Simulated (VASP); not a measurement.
# La3Hf in VASP: a series of runs, part 2 of 2

VASP 6.6.1.

### 3 Single point, PBE

This run uses another cell than the first one, of 33.39 Å³/atom.

INCAR reads:

```
SYSTEM = La3Hf
  PREC = Accurate
  ENCUT = 520
  EDIFF = 1E-6
  ISMEAR = -1
  SIGMA = 0.05
  LREAL = .False.
  LASPH = .True.
  NELM = 100
  ALGO = Fast
  ISIF = 2
  LWAVE = .False.
  LCHARG = .False.
  GGA = PE
  NBANDS = 30
```

KPOINTS reads:

```
regular mesh
0
Gamma
  5 5 5
  0 0 0
```

POSCAR reads:

```
La3Hf
1.0
    5.1115229293      0.0000000000      0.0000000000
    0.0000000000      5.1115229293      0.0000000000
    0.0000000000      0.0000000000      5.1115229293
Hf La
1 3
Direct
    0.0000000000      0.0000000000      0.0000000000
    0.5000000000      0.5000000000      0.0000000000
    0.5000000000      0.0000000000      0.5000000000
    0.0000000000      0.5000000000      0.5000000000
```

Potentials or basis: VASP PAW PBE potentials, release 64 (Hf_pv, La).

Started as:

```sh
$ cat potpaw_PBE.64/Hf_pv/POTCAR potpaw_PBE.64/La/POTCAR > POTCAR
$ mpirun -np 1 vasp_std > vasp.out
```

It took 2.5 min on 1 thread of Intel Xeon Platinum 8259CL at 2.50GHz (Skylake/Cascade Lake), shared host; peak memory 0.26 GiB.

It converged, with:

| Quantity | Value |
| --- | --- |
| Free energy | -23.7977 eV |
| Pressure | -1.5 GPa |
| Band gap on the k mesh | zero (an odd number of electrons rules out a gap without spin polarisation) |

Levels at points of the mesh, in eV from the Fermi level:
```csv
k point,band 20,band 21,band 22,band 23,band 24,band 25
"(0.00, 0.00, 0.00)",-1.52,-1.52,-1.52,1.64,1.72,1.76
```

Caveat: spin-orbit coupling is left out, which moves the levels of the heavy elements.

### 4 Single point, PBE

This run uses another cell than the first one, of 34.03 Å³/atom.

INCAR reads:

```
PREC     = Accurate       # precision mode
ENCUT    = 520            # plane-wave cutoff, eV
EDIFF    = 1E-7           # SCF threshold, eV
ISMEAR   = -1             # smearing method
SIGMA    = 0.05           # smearing width, eV
LREAL    = False          # projectors in reciprocal space
LASPH    = True           # aspherical terms in the spheres
NELM     = 100            # most SCF steps
ALGO     = Fast           # electronic algorithm
ISIF     = 2              # what is computed and relaxed
LWAVE    = False          # write WAVECAR
LCHARG   = False          # write CHGCAR
GGA      = PE             # functional
NBANDS   = 30             # bands
```

KPOINTS reads:

```
Automatic mesh
0
Gamma
  5 5 5
```

POSCAR reads:

```
La3Hf
1.0
    5.1440812780      0.0000000000      0.0000000000
    0.0000000000      5.1440812780      0.0000000000
    0.0000000000      0.0000000000      5.1440812780
Hf La
1 3
Direct
    0.0000000000      0.0000000000      0.0000000000
    0.5000000000      0.5000000000      0.0000000000
    0.5000000000      0.0000000000      0.5000000000
    0.0000000000      0.5000000000      0.5000000000
```

Started as:

```sh
$ cat potpaw_PBE.64/Hf_pv/POTCAR potpaw_PBE.64/La/POTCAR > POTCAR
$ mpirun -np 1 vasp_std > vasp.out
```

It took 6.3 min on 1 thread of Intel Xeon Platinum 8259CL at 2.50GHz (Skylake/Cascade Lake), shared host; peak memory 0.27 GiB.

It converged, with:

| Quantity | Value |
| --- | --- |
| Free energy | -23.7698 eV |
| Pressure | -2.1 GPa |
| Band gap on the k mesh | zero (an odd number of electrons rules out a gap without spin polarisation) |

Levels at points of the mesh, in eV from the Fermi level:
| k point | band 18 | band 19 | band 20 | band 21 | band 22 | band 23 | band 24 | band 25 | band 26 | band 27 |
| --- | --- | --- | --- | --- | --- | --- | --- | --- | --- | --- |
| (0.00, 0.00, 0.00) | -1.94 | -1.94 | -1.48 | -1.48 | -1.48 | 1.35 | 1.62 | 1.70 | 1.93 | 2.00 |

Caveat: spin-orbit coupling is left out, which moves the levels of the heavy elements.

### 5 Single point, PBE (atoms moved at random)

INCAR reads:

```
PREC = Accurate
ENCUT = 520
EDIFF = 1E-7
ISMEAR = -1
SIGMA = 0.05
LREAL = False
LASPH = True
NELM = 60
ALGO = Fast
ISIF = 2
LWAVE = False
LCHARG = True
GGA = PE
LELF = True
LVHAR = True
NBANDS = 30
```

KPOINTS reads:

```
regular mesh
0
Gamma
  5 5 5
```

POSCAR reads:

```
La3Hf
1.0
    5.0451320000      0.0000000000      0.0000000000
    0.0000000000      5.0451320000      0.0000000000
    0.0000000000      0.0000000000      5.0451320000
Hf La
1 3
Direct
    0.0030230000      0.0023620000     -0.0011200000
    0.4984000000      0.4945340000     -0.0088690000
    0.5040860000      0.0109770000      0.5004810000
   -0.0084840000      0.4939430000      0.4914090000
```

Potentials or basis: VASP PAW PBE potentials, release 64 (Hf_pv, La).

Started as:

```sh
$ cat potpaw_PBE.64/Hf_pv/POTCAR potpaw_PBE.64/La/POTCAR > POTCAR
$ mpirun -np 1 vasp_std > vasp.out
```

OUTCAR:

```text
PREC = Accurate
   ENCUT = 520
   EDIFF = 1E-7
   ISMEAR = -1
   LREAL = False
   LASPH = True
   NELM = 60
   ISIF = 2
   GGA = PE

 ion  position               nearest neighbor table
   1  0.003  0.002  0.999-   4 3.51   2 3.52   2 3.56   3 3.56   4 3.56   3 3.57   3 3.57   4 3.57
                             3 3.58   2 3.58   2 3.61   4 3.62
   2  0.498  0.495  0.991-   3 3.48   1 3.52   4 3.54   3 3.54   4 3.54   1 3.56   1 3.58   4 3.59
                             4 3.59   3 3.59   1 3.61   3 3.66
   3  0.504  0.011  0.500-   4 3.46   2 3.48   2 3.54   4 3.55   1 3.56   1 3.57   1 3.57   1 3.58
[... 997 lines left out ...]
  --------------------------------------------------------------------------------------
  -------------------------------------------------------------------------------------
  Total       -0.0063310      0.0379894     -0.0018442      0.0275088      0.0277550      0.0167930
  in kB       -0.0789887      0.4739746     -0.0230097      0.3432138      0.3462854      0.2095183
  external PRESSURE =       0.1239921 kB  Pullay stress =       0.0000000 kB

 VOLUME and BASIS-vectors are now :
 -----------------------------------------------------------------------------
  energy-cutoff  :      520.00
  volume of cell :      128.42
      direct lattice vectors                 reciprocal lattice vectors
     5.045132000  0.000000000  0.000000000     0.198210869  0.000000000  0.000000000
     0.000000000  5.045132000  0.000000000     0.000000000  0.198210869  0.000000000
     0.000000000  0.000000000  5.045132000     0.000000000  0.000000000  0.198210869

 POSITION                                       TOTAL-FORCE (eV/Angst)
 -----------------------------------------------------------------------------------
      0.01525      0.01192      5.03948        -0.058658     -0.065854     -0.059716
      2.51449      2.49499      5.00039        -0.016534      0.173655      0.101074
      2.54318      0.05538      2.52499        -0.114703     -0.292521     -0.098685
      5.00233      2.49201      2.47922         0.189895      0.184720      0.057326
 -----------------------------------------------------------------------------------
    total drift:                                0.000638     -0.001176      0.001095

  FREE ENERGIE OF THE ION-ELECTRON SYSTEM (eV)
  ---------------------------------------------------
  free  energy   TOTEN  =       -23.7984375815 eV

  energy  without entropy=      -23.7523845166  energy(sigma->0) =      -23.77541105
```

stdout:

```text
POSCAR found type information on POSCAR HfLa
 POSCAR found :  2 types and       4 ions
 scaLAPACK will be used
[... 21 lines left out ...]
WARNING in EDDRMM: call to ZHEGV failed, returncode =   6  3     22
 num prob  num prob  num prob  num prob  num prob  num prob  num prob  num prob RMM:  42    -0.237984370961E+02   -0.22649E-06   -0.22961E-06  4206   0.871E-03    0.149E-03
 num prob  num prob  num prob  num prob  num prob RMM:  43    -0.237984372598E+02   -0.16370E-06   -0.16797E-06  4167   0.857E-03    0.151E-03
 num prob  num prob  num prob  num prob  num prob  num prob RMM:  44    -0.237984373946E+02   -0.13485E-06   -0.13637E-06  4093   0.817E-03    0.153E-03
 num prob  num prob  num prob  num prob  num prob  num prob RMM:  45    -0.237984374952E+02   -0.10052E-06   -0.10440E-06  4030   0.785E-03    0.153E-03
 num prob  num prob WARNING in EDDRMM: call to ZHEGV failed, returncode =   6  3     19
 num prob RMM:  46    -0.237984375815E+02   -0.86328E-07   -0.86076E-07  3987   0.762E-03
```

Wall time 15 min (1 thread of Intel Xeon Platinum 8259CL at 2.50GHz (Skylake/Cascade Lake), shared host); peak memory 0.43 GiB.

What came out:

```yaml
Free_energy: -23.7984 eV
Pressure: 0.0 GPa
Largest_force: 0.329 eV/Å
Band_gap_on_the_k_mesh: zero (an odd number of electrons rules out a gap without spin polarisation)
```

Forces on the atoms (eV/Å):
```
Hf  -0.059 -0.066 -0.060
La  -0.017  0.174  0.101
La  -0.115 -0.293 -0.099
La   0.190  0.185  0.057
```

Levels at points of the mesh, in eV from the Fermi level:
| k point | band 20 | band 21 | band 22 | band 23 | band 24 | band 25 |
| --- | --- | --- | --- | --- | --- | --- |
| (0.00, 0.00, 0.00) | -1.62 | -1.61 | -1.61 | 1.38 | 1.69 | 1.83 |

Caveat: the cell differs from its parent crystal (atoms moved at random); spin-orbit coupling is left out, which moves the levels of the heavy elements.

### 6 The runs side by side

| cell | gap on the mesh (eV) | pressure (GPa) |
| --- | --- | --- |
| a = 5.079 Å, 4 atoms, atomic positions A | none | -0.8 |
| a = 5.112 Å, 4 atoms, atomic positions A | none | -1.5 |
| a = 5.144 Å, 4 atoms, atomic positions A | none | -2.1 |
| a = 5.045 Å, 4 atoms, atomic positions B | none | 0.0 |

Alike in all rows: task single point; level PBE; potentials or basis VASP PAW PBE potentials, release 64 (Hf_pv, La); no spin polarisation; k mesh 5 × 5 × 5; cutoff (eV) 520; smearing fermi-dirac 0.05 eV.

Caveats: spin-orbit coupling is left out, which moves the levels of the heavy elements.

Absolute energies hang on the potentials; compare differences alone.
